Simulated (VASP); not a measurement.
# Y (P6_3/mmc) in VASP: density of states with LDA

Aim: the density of states of Y with LDA.

Program: VASP 6.6.1. These are calculated values, not measurements. Logs are shortened: lines on timing, memory, paths and dates and some standing lists are left out, and cuts for length are marked.

## 1. The cell of the first run

It takes space group P6_3/mmc (No. 194, hexagonal). Conventional cell: a = 3.655 Å, b = 3.655 Å, c = 5.693 Å, α = 90.00°, β = 90.00°, γ = 120.00°. Within 4.7 Å of Y (site symmetry -6m2) lie 12 Y at 3.54 to 3.65 Å.

## 2. Density of states, LDA

POSCAR reads:

```
Y
1.0
    3.6549384025      0.0000000000      0.0000000000
   -1.8274692012      3.1652695058      0.0000000000
    0.0000000000      0.0000000000      5.6929379752
Y
2
Direct
    0.3333333333      0.6666666667      0.2500000000
    0.6666666667      0.3333333333      0.7500000000
```

INCAR.step1 reads:

```
SYSTEM = Y
PREC     = Accurate       ! precision mode
ENCUT    = 520            ! plane-wave cutoff, eV
EDIFF    = 1E-7           ! SCF threshold, eV
ISMEAR   = -1             ! smearing method
SIGMA    = 0.1            ! smearing width, eV
LREAL    = .FALSE.        ! projectors in reciprocal space
LASPH    = .TRUE.         ! aspherical terms in the spheres
NELM     = 80             ! most SCF steps
ALGO     = Normal         ! electronic algorithm
ISIF     = 2              ! what is computed and relaxed
LWAVE    = .FALSE.        ! write WAVECAR
LCHARG   = .TRUE.         ! write CHGCAR
LMAXMIX  = 4              ! l up to which the mixer works
NBANDS   = 18             ! bands
```

KPOINTS.step1 reads:

```
regular mesh
0
G
  8 8 5
  0 0 0
```

INCAR.step2 reads:

```
SYSTEM = Y
PREC     = Accurate       ! precision mode
ENCUT    = 520            ! plane-wave cutoff, eV
EDIFF    = 1E-7           ! SCF threshold, eV
ISMEAR   = -5             ! smearing method
SIGMA    = 0.1            ! smearing width, eV
LREAL    = .FALSE.        ! projectors in reciprocal space
LASPH    = .TRUE.         ! aspherical terms in the spheres
NELM     = 80             ! most SCF steps
ALGO     = Normal         ! electronic algorithm
ISIF     = 2              ! what is computed and relaxed
LWAVE    = .FALSE.        ! write WAVECAR
LCHARG   = .FALSE.        ! write CHGCAR
LMAXMIX  = 4              ! l up to which the mixer works
LORBIT   = 10             ! projections on sites
NEDOS    = 1001           ! points of the DOS
ICHARG   = 11             ! starting density
```

KPOINTS.step2 reads:

```
regular mesh
0
G
  12 12 8
  0 0 0
```

Potentials or basis: VASP PAW LDA potentials, release 64 (Y_sv).

Launch:

```console
> cat potpaw_LDA.64/Y_sv/POTCAR > POTCAR
> cp INCAR.step1 INCAR
> cp KPOINTS.step1 KPOINTS
> mpirun -np 1 vasp_std > vasp.out
> cp INCAR.step2 INCAR
> cp KPOINTS.step2 KPOINTS
> mpirun -np 1 vasp_std > vasp.out
```

OUTCAR:

```text
SYSTEM = Y
   PREC = Accurate
   ENCUT = 520
   EDIFF = 1E-7
   ISMEAR = -5
   LREAL = .FALSE.
   LASPH = .TRUE.
   NELM = 80
   ISIF = 2
   LORBIT = 10
   ICHARG = 11

 ion  position               nearest neighbor table
   1  0.333  0.667  0.250-   2 3.54   2 3.54   2 3.54   2 3.54   2 3.54   2 3.54
   2  0.667  0.333  0.750-   1 3.54   1 3.54   1 3.54   1 3.54   1 3.54   1 3.54

  LATTYP: Found a hexagonal cell.
 ALAT       =     3.6549384025
 C/A-ratio  =     1.5576016196

  Lattice vectors:

 A1 = (   3.6549384025,   0.0000000000,   0.0000000000)
 A2 = (  -1.8274692012,   3.1652695058,   0.0000000000)
 A3 = (   0.0000000000,   0.0000000000,   5.6929379752)

Analysis of symmetry for initial positions (statically):
=====================================================================
 Subroutine PRICEL returns:
 Original cell was already a primitive cell.

 Routine SETGRP: Setting up the symmetry group for a
 hexagonal supercell.

 Subroutine GETGRP returns: Found 24 space group operations
 (whereof 12 operations were pure point group operations)
 out of a pool of 24 trial point group operations.

The static configuration has the point symmetry D_3d.
 The point group associated with its full space group is D_6h.

Analysis of symmetry for dynamics (positions and initial velocities):
=====================================================================
 Subroutine PRICEL returns:
 Original cell was already a primitive cell.

 Routine SETGRP: Setting up the symmetry group for a
 hexagonal supercell.

 Subroutine GETGRP returns: Found 24 space group operations
 (whereof 12 operations were pure point group operations)
 out of a pool of 24 trial point group operations.

The dynamic configuration has the point symmetry D_3d.
 The point group associated with its full space group is D_6h.

 Subroutine INISYM returns: Found 24 space group operations
 (whereof 12 operations are pure point group operations),
 and found     1 'primitive' translations

----------------------------------------------------------------------------------------

                                     Primitive cell

  volume of cell :      65.8608

  direct lattice vectors                    reciprocal lattice vectors
     3.654938403  0.000000000  0.000000000     0.273602422  0.157964432  0.000000000
    -1.827469201  3.165269506  0.000000000     0.000000000  0.315928864  0.000000000
     0.000000000  0.000000000  5.692937975     0.000000000  0.000000000  0.175656226

  length of vectors
     3.654938403  3.654938402  5.692937975     0.315928864  0.315928864  0.175656226

  position of ions in fractional coordinates (direct lattice)
     0.333333333  0.666666667  0.250000000
     0.666666667  0.333333333  0.750000000

  ion indices of the primitive-cell ions
   primitive index   ion index
                 1           1
                 2           2

----------------------------------------------------------------------------------------

 KPOINTS: regular mesh

Automatic generation of k-mesh.
 Grid dimensions read from file:
 generate k-points for:   12   12    8

 Generating k-lattice:

  Cartesian coordinates                     Fractional coordinates (reciprocal lattice)
     0.022800202  0.013163703  0.000000000     0.083333333  0.000000000  0.000000000
     0.000000000  0.026327405  0.000000000     0.000000000  0.083333333  0.000000000
     0.000000000  0.000000000  0.021957028     0.000000000  0.000000000  0.125000000

  Length of vectors
     0.026327405  0.026327405  0.021957028

  Shift w.r.t. Gamma in fractional coordinates (k-lattice)
     0.000000000  0.000000000  0.000000000

 TETIRR: Found   1172 inequivalent tetrahedra from     6912

 Subroutine IBZKPT returns following result:
 ===========================================

 Found     95 irreducible k-points:

 Following reciprocal coordinates:
            Coordinates               Weight
  0.000000  0.000000  0.000000      1.000000
  0.083333  0.000000  0.000000      6.000000
  0.166667  0.000000  0.000000      6.000000
  0.250000  0.000000  0.000000      6.000000
  0.333333  0.000000  0.000000      6.000000
  0.416667  0.000000  0.000000      6.000000
[... 16 lines left out ...]
  0.250000  0.000000  0.125000     12.000000
  0.333333  0.000000  0.125000     12.000000
 [... further k-points ...]
   k-points           NKPTS =     95   k-points in BZ     NKDIM =     95   number of bands    NBANDS=     15
   number of dos      NEDOS =   1001   number of ions     NIONS =      2
   total plane-waves  NPLWV =  32928
   dimension x,y,z NGX =    28 NGY =   28 NGZ =   42
   dimension x,y,z NGXF=    56 NGYF=   56 NGZF=   84
   ions per type =               2
   NGX,Y,Z   is equivalent  to a cutoff of  12.74, 12.74, 12.26 a.u.
   NGXF,Y,Z  is equivalent  to a cutoff of  25.47, 25.47, 24.53 a.u.
 SYSTEM =  Y
   PREC   = accura    normal or accurate (medium, high low for compatibility)
   ISTART =      0    job   : 0-new  1-cont  2-samecut
   ICHARG =     11    charge: 1-file 2-atom 10-const
   ISPIN  =      1    spin polarized calculation?
   LNONCOLLINEAR =      F non collinear calculations
   LSORBIT =      F    spin-orbit coupling
   LASPH  =      T    aspherical Exc in radial PAW
   ENCUT  =  520.0 eV  38.22 Ry    6.18 a.u.   6.80  6.80 10.59*2*pi/ulx,y,z
   NELM   =     80;   NELMIN=  2; NELMDL=  0     # of ELM steps
   EDIFF  = 0.1E-06   stopping-criterion for ELM
   LREAL  =      F    real-space projection
   EDIFFG = 0.1E-05   stopping-criterion for IOM
   NSW    =      0    number of steps for IOM
   IBRION =     -1    ionic relax: 0-MD 1-quasi-New 2-CG
   NFREE  =      0    steps in history (QN), initial steepest desc. (CG)
   ISIF   =      2    stress and relaxation
   ISYM   =      2    0-nonsym 1-usesym 2-fastsym
   POTIM  = 0.5000    time-step for ionic-motion
   TEBEG  =    0.0;   TEEND  =   0.0 temperature during run
   PSTRESS=    0.0 pullay stress
   NELECT =      22.0000    total number of electrons
   NUPDOWN=      -1.0000    fix difference up-down
   EMIN   =  10.00;   EMAX   =-10.00  energy-range for DOS
   EFERMI =   0.00;   METHOD = LEGACY
   ISMEAR =    -5;   SIGMA  =   0.10  broadening in eV -4-tet -1-fermi 0-gaus
   EFERMI_NEDOS =   21; number of points for ismear=-14 and -15
   IALGO  =     38    algorithm
   IMIX   =      4    mixing-type and parameters
     AMIX     =   0.40;   BMIX     =  1.00
     AMIX_MAG =   1.60;   BMIX_MAG =  1.00
  volume/ion in A,a.u.               =      32.93       222.23
  Fermi-wavevector in a.u.,A,eV,Ry     =   1.135900  2.146539 17.555164  1.290268
  Thomas-Fermi vector in A             =   2.272605
   LORBIT       =     10    0 simple, 1 ext, 2 COOP (PROOUT), +10 PAW based schemes
   GGA     = CA    functional components
   LHFCALC =     F    Hartree Fock is set to
   AEXX    =    0.0000 exact exchange contribution
   IVDW    =     0    specifies the selected vdW correction
   LEPSILON=     F    determine dielectric tensor
   LRPA    =     F    only Hartree local field effects (RPA)
 non-spin polarized calculation
 Fermi weights with tetrahedron method with Bloechl corrections
  energy-cutoff  :      520.00
  volume of cell :       65.86
 maximum number of plane-waves:      1791
 NGX is ok and might be reduce to    28

 number of electron      22.0000000 magnetization

 Free energy of the ion-electron system (eV)
  ---------------------------------------------------
  ext. energy  EPLUGINS =         0.00000000
  ---------------------------------------------------
  free energy    TOTEN  =       -13.81439378 eV

  energy without entropy =      -13.81439378  energy(sigma->0) =      -13.81439378

 E-fermi :   2.8174     XC(G=0):  -9.6310

 val. band max:        2.8276728366   @ k =   0.3333   0.1667   0.2500
 cond. band min:       2.8173409036   @ k =   0.2500   0.0000   0.3750
 fundamental gap:     -0.0103319329
 Fermi energy:         2.8173873783

 k-point     1 :       0.0000    0.0000    0.0000
  band No.  band energies     occupation
      1     -39.6458      2.00000
      2     -39.5690      2.00000
      3     -20.0559      2.00000
      4     -19.5734      2.00000
      5     -19.5734      2.00000
      6     -19.4793      2.00000
      7     -19.4793      2.00000
      8     -19.4426      2.00000
      9      -1.8565      2.00000
     10       0.9513      2.00000
     11       3.8197      0.00000
     12       4.4929      0.00000
     13       4.4929      0.00000
     14       4.8495      0.00000
     15       5.1018      0.00000

 k-point     2 :       0.0833    0.0000    0.0000
  band No.  band energies     occupation
      1     -39.6424      2.00000
      2     -39.5679      2.00000
      3     -20.0434      2.00000
      4     -19.5981      2.00000
      5     -19.5820      2.00000
      6     -19.5054      2.00000
      7     -19.4823      2.00000
      8     -19.4488      2.00000
      9      -1.7092      2.00000
     10       1.0896      2.00000
     11       3.6542      0.00000
     12       4.1491      0.00000
     13       4.6293      0.00000
     14       4.9387      0.00000
     15       5.1098      0.00000

 k-point     3 :       0.1667    0.0000    0.0000
  band No.  band energies     occupation
      1     -39.6327      2.00000
      2     -39.5650      2.00000
      3     -20.0076      2.00000
      4     -19.6657      2.00000
      5     -19.6047      2.00000
      6     -19.5750      2.00000
      7     -19.4914      2.00000
      8     -19.4671      2.00000
      9      -1.2868      2.00000
     10       1.4581      2.00000
     11       3.2481     -0.13142
     12       3.6173      0.00000
     13       4.5840      0.00000
     14       4.9691      0.00000
     15       5.0311      0.00000
[... 343 lines left out ...]
 k-point    23 :       0.2500    0.0000    0.1250
  band No.  band energies     occupation
      1     -39.6166      2.00000
      2     -39.5638      2.00000
      3     -19.9484      2.00000
      4     -19.7453      2.00000
      5     -19.6821      2.00000
      6     -19.6294      2.00000
      7     -19.5099      2.00000
      8     -19.5005      2.00000
      9      -0.5678      2.00000
     10       1.8237      2.00000
     11       2.6739      1.84533
     12       3.1970      0.00000
     13       4.2685      0.00000
     14       4.6154      0.00000
     15       4.7214      0.00000

 k-point    24 :       0.3333    0.0000    0.1250
  band No.  band energies     occupation
      1     -39.6020      2.00000
      2     -39.5612      2.00000
      3     -19.9204      2.00000
      4     -19.8116      2.00000
      5     -19.7650      2.00000
      6     -19.6574      2.00000
      7     -19.5349      2.00000
      8     -19.5248      2.00000
      9       0.1502      2.00000
     10       1.9300      2.00000
     11       2.3390      2.00000
     12       2.9669     -0.15297
     13       4.1758      0.00000
     14       4.4942      0.00000
     15       4.5318      0.00000

 [... further k-points ...]
[... 5 lines left out ...]
  --------------------------------------------------------------------------------------
  -------------------------------------------------------------------------------------
  Total       -1.5069346     -1.5069346     -1.8508011     -0.0000000     -0.0000000      0.0000000
  in kB      -36.6587619    -36.6587619    -45.0239009     -0.0000000     -0.0000000      0.0000000
  external PRESSURE =     -39.4471416 kB  Pullay stress =       0.0000000 kB

 VOLUME and BASIS-vectors are now :
 -----------------------------------------------------------------------------
  energy-cutoff  :      520.00
  volume of cell :       65.86
      direct lattice vectors                 reciprocal lattice vectors
     3.654938403  0.000000000  0.000000000     0.273602422  0.157964432  0.000000000
    -1.827469201  3.165269506  0.000000000     0.000000000  0.315928864  0.000000000
     0.000000000  0.000000000  5.692937975     0.000000000  0.000000000  0.175656226

 POSITION                                       TOTAL-FORCE (eV/Angst)
 -----------------------------------------------------------------------------------
     -0.00000      2.11018      1.42323        -0.000000      0.000000      0.000000
      1.82747      1.05509      4.26970         0.000000     -0.000000      0.000000
 -----------------------------------------------------------------------------------
    total drift:                               -0.000000      0.000000     -0.000000

  FREE ENERGIE OF THE ION-ELECTRON SYSTEM (eV)
  ---------------------------------------------------
  free  energy   TOTEN  =       -13.8143937774 eV

  energy  without entropy=      -13.8143937774  energy(sigma->0) =      -13.81439378

 total charge

# of ion       s       p       d       f       tot
--------------------------------------------------
    1        2.288   6.226   0.934   0.006   9.454
    2        2.288   6.226   0.934   0.006   9.454
--------------------------------------------------
tot          4.576  12.451   1.868   0.013  18.907
```

Wall time 50 s (1 thread of Intel Xeon 6975P-C (Granite Rapids), shared host); peak memory 0.22 GiB.

What came out:

| Item | Value |
| --- | --- |
| Valence electrons inside the program's atomic spheres | Y 9.45 |

Caveat: tetrahedron occupations give inexact forces and stress in metals.
